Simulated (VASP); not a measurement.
# SnBi2O (P-3m1) in VASP: notebook, part 2 of 2

VASP 6.6.1. Earlier steps stand in the parts before.

## Step 4: Relaxation of cell and atoms, PBE

This run uses another cell than the first one, of 24.74 Å³/atom, 1.053 times its volume.

Input file INCAR:

```
  PREC = Accurate
  ENCUT = 600
  EDIFF = 1E-6
  ISMEAR = 0
  SIGMA = 0.1
  LREAL = False
  LASPH = True
  NELM = 80
  ALGO = Normal
  ISIF = 3
  LWAVE = False
  LCHARG = False
  GGA = PE
  IBRION = 2
  NSW = 90
  EDIFFG = -0.04
```

Input file KPOINTS:

```
Automatic mesh
0
Gamma
  6 6 4
```

Input file POSCAR:

```
SnBi2O
1.0
    4.1314486900      0.0000000000      0.0000000000
   -2.0657243500      3.5779395200      0.0000000000
    0.0000000000      0.0000000000      6.6939021600
Sn Bi O
1 2 1
Direct
    0.0000000000      0.0000000000      0.5000000000
    0.6666666700      0.3333333300      0.7485837300
    0.3333333300      0.6666666700      0.2514162700
    0.0000000000      0.0000000000      0.0000000000
```

Potentials or basis: VASP PAW PBE potentials, release 64 (Sn_d, Bi_d, O).

Command:

```console
$ cat potpaw_PBE.64/Sn_d/POTCAR potpaw_PBE.64/Bi_d/POTCAR potpaw_PBE.64/O/POTCAR > POTCAR
$ mpirun -np 1 vasp_std > vasp.out
```

OUTCAR:

```text
PREC = Accurate
   ENCUT = 600
   EDIFF = 1E-6
   ISMEAR = 0
   LREAL = False
   LASPH = True
   NELM = 80
   ISIF = 3
   GGA = PE
   IBRION = 2
   NSW = 90
   EDIFFG = -0.04

 ion  position               nearest neighbor table
   1  0.000  0.000  0.500-   2 2.91   3 2.91   2 2.91   3 2.91   2 2.91   3 2.91
   2  0.667  0.333  0.749-   1 2.91   1 2.91   1 2.91   4 2.92   4 2.92   4 2.92
   3  0.333  0.667  0.251-   1 2.91   1 2.91   1 2.91   4 2.92   4 2.92   4 2.92
   4  0.000  0.000  0.000-   2 2.92   3 2.92   2 2.92   3 2.92   2 2.92   3 2.92

  LATTYP: Found a hexagonal cell.
 ALAT       =     4.1314486900
 C/A-ratio  =     1.6202312221

  Lattice vectors:

 A1 = (   4.1314486900,   0.0000000000,   0.0000000000)
 A2 = (  -2.0657243500,   3.5779395200,   0.0000000000)
 A3 = (   0.0000000000,   0.0000000000,   6.6939021600)

[... 305 lines left out ...]
      6     -16.5562      2.00000
[... 781 lines left out ...]
     29      10.1934      0.00000
     30      10.1934      0.00000

[... ionic steps 4 to 18 ...]

--------------------------------------- Ionic step       19  -------------------------------------------

 number of electron      49.9999999 magnetization

------------------------ aborting loop because EDIFF is reached ----------------------------------------
[... 71 lines left out ...]
--------------------------------------- Ionic step       21  -------------------------------------------

 number of electron      49.9999994 magnetization

 Free energy of the ion-electron system (eV)
  ---------------------------------------------------
  ext. energy  EPLUGINS =         0.00000000
  ---------------------------------------------------
  free energy    TOTEN  =       -17.26460619 eV

  energy without entropy =      -17.25803662  energy(sigma->0) =      -17.26132140

 E-fermi :   8.1834     XC(G=0): -10.5674

 val. band max:        8.0768078513   @ k =   0.0000   0.3333   0.2500
 cond. band min:       8.2682621429   @ k =   0.1667  -0.0000   0.0000
 fundamental gap:      0.1914542915
 Fermi energy:         8.1833642696

 k-point     1 :       0.0000    0.0000    0.0000
  band No.  band energies     occupation
      1     -15.3018      2.00000
      2     -15.2911      2.00000
      3     -15.2633      2.00000
      4     -15.2633      2.00000
      5     -15.2632      2.00000
      6     -15.2632      2.00000
[... 812 lines left out ...]
  FREE ENERGIE OF THE ION-ELECTRON SYSTEM (eV)
  ---------------------------------------------------
  free  energy   TOTEN  =       -17.2646061862 eV

  energy  without entropy=      -17.2580366213  energy(sigma->0) =      -17.26132140

 reached required accuracy - stopping structural energy minimisation
```

OSZICAR:

```text
N       E                     dE             d eps       ncg     rms          rms(c)
DAV:   1     0.571397105440E+03    0.57140E+03   -0.28073E+04  1440   0.245E+03
DAV:   2     0.595062536570E+02   -0.51189E+03   -0.50218E+03  1440   0.603E+02
DAV:   3    -0.143449978789E+02   -0.73851E+02   -0.71558E+02  1802   0.216E+02
[... 234 lines left out ...]
DAV:   4    -0.172646067220E+02    0.14917E-02   -0.54877E-03  1732   0.745E-01    0.470E-02
DAV:   5    -0.172646251227E+02   -0.18401E-04   -0.96143E-04  1562   0.180E-01    0.343E-02
DAV:   6    -0.172646079086E+02    0.17214E-04   -0.67596E-05  1858   0.527E-02    0.129E-02
DAV:   7    -0.172646067236E+02    0.11850E-05   -0.21573E-05  1784   0.379E-02    0.431E-03
DAV:   8    -0.172646061862E+02    0.53740E-06   -0.85666E-07   732   0.104E-02
  21 F= -.17264606E+02 E0= -.17261321E+02  d E =-.902054E-03
```

It took 9.4 min on 1 thread of Intel Xeon 6975P-C (Granite Rapids), shared host; peak memory 0.32 GiB.

Results:

* Free energy: -17.2646 eV
* Relaxed volume: 23.45 Å³/atom
* Relaxed cell: a = 3.532 Å, b = 3.532 Å, c = 8.682 Å, α = 90.00°, β = 90.00°, γ = 120.00°
* Space group after relaxing (to 0.05 Å): P-3m1 (No. 164)
* Energy gained by relaxing: 409.1 meV/atom
* Ionic steps: 21
* Pressure after relaxing: -0.2 GPa
* Largest force after relaxing: 0.033 eV/Å
* Band gap on the k mesh: zero (band 25 reaches 11.74 eV, above the bottom of band 26 at 6.87 eV)

Forces on the atoms (eV/Å):
```
Sn   0.000  0.000  0.000
Bi   0.000  0.000  0.033
Bi   0.000  0.000 -0.033
O    0.000  0.000  0.000
```

Stress tensor (GPa, compression positive):
```
-0.15  0.00  0.00
 0.00 -0.15  0.00
 0.00  0.00 -0.27
```

The path:
```csv
step,energy change (eV),largest force (eV/Å),pressure (GPa),volume (Å³)
1,0.0000,2.2327,4.35,98.95
2,-0.3737,1.0949,-3.42,108.88
3,-0.3749,1.0619,-3.67,109.38
4,-0.7346,0.9143,-2.67,104.51
5,-0.9218,1.2021,7.54,90.37
6,-1.1124,0.3548,0.20,97.77
7,-1.1209,0.4740,3.21,94.07
8,-1.1438,0.0827,1.64,95.79
9,-1.2641,0.4597,0.10,97.70
10,-1.1961,1.3525,-0.55,101.21
11,-1.3081,0.9556,-0.60,99.53
12,-1.4547,0.9102,-1.15,98.83
13,-1.5427,0.2773,-1.71,96.58
14,-1.5458,0.5354,-1.64,97.40
15,-1.5747,0.4492,3.17,90.38
16,-1.5898,0.5036,1.24,92.86
17,-1.6266,0.0140,0.09,93.15
18,-1.6266,0.0477,0.00,93.17
19,-1.6351,0.0747,0.15,93.20
20,-1.6354,0.0837,0.18,93.21
21,-1.6363,0.0331,-0.19,93.81
```

Final structure:
```
CELL_PARAMETERS angstrom
3.53230 0.00000 0.00000
-1.76615 3.05906 0.00000
0.00000 0.00000 8.68198
ATOMIC_POSITIONS crystal
Sn 0.00000 0.00000 0.50000
Bi 0.66667 0.33333 0.80583
Bi 0.33333 0.66667 0.19417
O 0.00000 0.00000 0.00000
```

Caveat: spin-orbit coupling is left out, which moves the levels of the heavy elements.

## Step 5: Single point, PBE

This run uses another cell than the first one, of 23.34 Å³/atom, 0.994 times its volume.

Input file INCAR:

```
  ALGO = Normal
  EDIFF = 1E-7
  ENCUT = 520
  GGA = PE
  ISIF = 2
  ISMEAR = 0
  LASPH = True
  LCHARG = True
  LELF = True
  LREAL = False
  LVHAR = True
  LWAVE = False
  NBANDS = 33
  NELM = 100
  PREC = Accurate
  SIGMA = 0.1
```

Input file KPOINTS:

```
k-points
0
Gamma
  18 18 6
```

Input file POSCAR:

```
SnBi2O
1.0
    3.4700606158      0.0000000000      0.0000000000
   -1.7350303079      3.0051606460      0.0000000000
    0.0000000000      0.0000000000      8.9537423145
Sn Bi O
1 2 1
Direct
    0.0000000000      0.0000000000      0.5000000000
    0.6666666667      0.3333333333      0.8087319779
    0.3333333333      0.6666666667      0.1912680221
    0.0000000000      0.0000000000      0.0000000000
```

Potentials or basis: VASP PAW PBE potentials, release 64 (Sn_d, Bi_d, O).

Command:

```console
$ cat potpaw_PBE.64/Sn_d/POTCAR potpaw_PBE.64/Bi_d/POTCAR potpaw_PBE.64/O/POTCAR > POTCAR
$ mpirun -np 1 vasp_std > vasp.out
```

OUTCAR:

```text
EDIFF = 1E-7
   ENCUT = 520
   GGA = PE
   ISIF = 2
   ISMEAR = 0
   LASPH = True
   LREAL = False
   NELM = 100
   PREC = Accurate

 ion  position               nearest neighbor table
   1  0.000  0.000  0.500-   2 3.41   3 3.41   2 3.41   3 3.41   2 3.41   3 3.41
   2  0.667  0.333  0.809-   4 2.64   4 2.64   4 2.64   1 3.41   1 3.41   1 3.41
   3  0.333  0.667  0.191-   4 2.64   4 2.64   4 2.64   1 3.41   1 3.41   1 3.41
   4  0.000  0.000  0.000-   2 2.64   3 2.64   2 2.64   3 2.64   2 2.64   3 2.64

  LATTYP: Found a hexagonal cell.
 ALAT       =     3.4700606158
 C/A-ratio  =     2.5802841235

  Lattice vectors:

 A1 = (   3.4700606158,   0.0000000000,   0.0000000000)
 A2 = (  -1.7350303079,   3.0051606460,   0.0000000000)
 A3 = (   0.0000000000,   0.0000000000,   8.9537423145)

Analysis of symmetry for initial positions (statically):
=====================================================================
 Subroutine PRICEL returns:
 Original cell was already a primitive cell.

 Routine SETGRP: Setting up the symmetry group for a
 hexagonal supercell.

 Subroutine GETGRP returns: Found 12 space group operations
 (whereof 12 operations were pure point group operations)
 out of a pool of 24 trial point group operations.

The static configuration has the point symmetry D_3d.

Analysis of symmetry for dynamics (positions and initial velocities):
=====================================================================
 Subroutine PRICEL returns:
 Original cell was already a primitive cell.

 Routine SETGRP: Setting up the symmetry group for a
 hexagonal supercell.

 Subroutine GETGRP returns: Found 12 space group operations
 (whereof 12 operations were pure point group operations)
 out of a pool of 24 trial point group operations.

The dynamic configuration has the point symmetry D_3d.
[... 119 lines left out ...]
   EFERMI_NEDOS =   21; number of points for ismear=-14 and -15
   IALGO  =     38    algorithm
   IMIX   =      4    mixing-type and parameters
     AMIX     =   0.40;   BMIX     =  1.00
     AMIX_MAG =   1.60;   BMIX_MAG =  1.00
  volume/ion in A,a.u.               =      23.34       157.52
  Fermi-wavevector in a.u.,A,eV,Ry     =   1.329418  2.512237 24.046305  1.767354
  Thomas-Fermi vector in A             =   2.458582
   LORBIT       =      0    0 simple, 1 ext, 2 COOP (PROOUT), +10 PAW based schemes
   GGA     = PE    functional components
   LHFCALC =     F    Hartree Fock is set to
   AEXX    =    0.0000 exact exchange contribution
   IVDW    =     0    specifies the selected vdW correction
   LEPSILON=     F    determine dielectric tensor
   LRPA    =     F    only Hartree local field effects (RPA)
 non-spin polarized calculation
 Gauss-broadening in eV      SIGMA  =   0.10
  energy-cutoff  :      520.00
  volume of cell :       93.37
 maximum number of plane-waves:      2542
 NGX is ok and might be reduce to    28
   NGX = 13   NGY = 13   NGZ = 33

 number of electron      50.0000006 magnetization

 Free energy of the ion-electron system (eV)
  ---------------------------------------------------
  ext. energy  EPLUGINS =         0.00000000
  ---------------------------------------------------
  free energy    TOTEN  =       -17.36035057 eV

  energy without entropy =      -17.35149103  energy(sigma->0) =      -17.35592080

 E-fermi :   8.2456     XC(G=0): -10.5935

 val. band max:        8.2415320621   @ k =   0.2222   0.0000   0.1667
 cond. band min:       8.2489057877   @ k =   0.2778   0.2222   0.5000
 fundamental gap:      0.0073737256
 Fermi energy:         8.2455746755

 k-point     1 :       0.0000    0.0000    0.0000
  band No.  band energies     occupation
      1     -15.2331      2.00000
      2     -15.2212      2.00000
      3     -15.1707      2.00000
      4     -15.1707      2.00000
      5     -15.1701      2.00000
      6     -15.1701      2.00000
[... 853 lines left out ...]
     32      14.2472      0.00000
     33      15.1243      0.00000

 [... further k-points ...]

------------------------ aborting loop because EDIFF is reached ----------------------------------------

  FORCE on cell =-STRESS in cart. coord.  units (eV):
  Direction    XX          YY          ZZ          XY          YZ          ZX
  --------------------------------------------------------------------------------------
  -------------------------------------------------------------------------------------
  Total       -0.0488597     -0.0488597     -0.0113165      0.0000000      0.0000000      0.0000000
  in kB       -0.8384006     -0.8384006     -0.1941840      0.0000000      0.0000000      0.0000000
  external PRESSURE =      -0.6236618 kB  Pullay stress =       0.0000000 kB

 VOLUME and BASIS-vectors are now :
 -----------------------------------------------------------------------------
  energy-cutoff  :      520.00
  volume of cell :       93.37
      direct lattice vectors                 reciprocal lattice vectors
     3.470060616  0.000000000  0.000000000     0.288179404  0.166380456  0.000000000
    -1.735030308  3.005160646  0.000000000     0.000000000  0.332760913  0.000000000
     0.000000000  0.000000000  8.953742314     0.000000000  0.000000000  0.111685144

 POSITION                                       TOTAL-FORCE (eV/Angst)
 -----------------------------------------------------------------------------------
      0.00000      0.00000      4.47687         0.000000     -0.000000      0.000000
      1.73503      1.00172      7.24118         0.000000      0.000000     -0.008218
     -0.00000      2.00344      1.71256        -0.000000     -0.000000      0.008218
      0.00000      0.00000      0.00000         0.000000     -0.000000      0.000000
 -----------------------------------------------------------------------------------
    total drift:                               -0.000000      0.000000      0.000000

  FREE ENERGIE OF THE ION-ELECTRON SYSTEM (eV)
  ---------------------------------------------------
  free  energy   TOTEN  =       -17.3603505675 eV

  energy  without entropy=      -17.3514910312  energy(sigma->0) =      -17.35592080
```

It took 5.9 min on 1 thread of Intel Xeon 6975P-C (Granite Rapids), shared host; peak memory 0.65 GiB.

What came out:

```yaml
Free_energy: -17.3604 eV
Pressure: -0.1 GPa
Largest_force: 0.008 eV/Å
Band_gap_on_the_k_mesh: zero (band 25 reaches 12.29 eV, above the bottom of band 26 at 6.79 eV)
```

Forces on the atoms (eV/Å):
```
Sn   0.000  0.000  0.000
Bi   0.000  0.000 -0.008
Bi   0.000  0.000  0.008
O    0.000  0.000  0.000
```

Levels at points of the mesh, in eV from the Fermi level:
| k point | band 22 | band 23 | band 24 | band 25 | band 26 | band 27 | band 28 | band 29 |
| --- | --- | --- | --- | --- | --- | --- | --- | --- |
| (0.00, 0.00, 0.00) | -2.97 | -0.85 | -0.74 | 4.05 | 4.05 | 4.57 | 4.57 | 5.79 |
| (0.50, 0.00, 0.00) | -3.62 | -3.17 | -2.57 | -1.48 | 0.49 | 1.76 | 1.84 | 1.92 |
| (0.00, 0.00, 0.50) | -2.96 | -2.96 | 2.32 | 3.04 | 3.91 | 3.91 | 4.84 | 4.84 |
| (0.50, 0.00, 0.50) | -4.10 | -3.62 | -3.24 | -0.67 | 0.53 | 1.22 | 2.02 | 2.69 |

Caveat: spin-orbit coupling is left out, which moves the levels of the heavy elements.

## Step 6: Overview

| task | cell | k mesh | cutoff (eV) | gap on the mesh (eV) | pressure (GPa) | largest force (eV/Å) |
| --- | --- | --- | --- | --- | --- | --- |
| single point | a = 3.519, b = 3.519, c = 8.761 Å, angles 90.0, 90.0, 120.0°, 4 atoms | 6 × 6 × 4 | 520 | none | 0.0 | 0.04 |
| single point | a = 4.131, b = 4.131, c = 6.694 Å, angles 90.0, 90.0, 120.0°, 4 atoms | 6 × 6 × 4 | 520 | none | 4.3 | 2.23 |
| relaxation of cell and atoms | relaxed from a = 4.131, b = 4.131, c = 6.694 Å, angles 90.0, 90.0, 120.0°, 4 atoms | 6 × 6 × 4 | 600 | none | -0.2 | 0.03 |
| single point | a = 3.470, b = 3.470, c = 8.954 Å, angles 90.0, 90.0, 120.0°, 4 atoms | 18 × 18 × 6 | 520 | none | -0.1 | 0.01 |

Alike in all rows: level PBE; potentials or basis VASP PAW PBE potentials, release 64 (Sn_d, Bi_d, O); no spin polarisation; smearing gaussian 0.1 eV.

Caveats: spin-orbit coupling is left out, which moves the levels of the heavy elements; forces of over 1 eV/Å act on the atoms, so gaps and moduli don't describe the material at rest (some runs).

Total energies depend on the potentials used, so only differences within one code and one set of settings carry meaning.
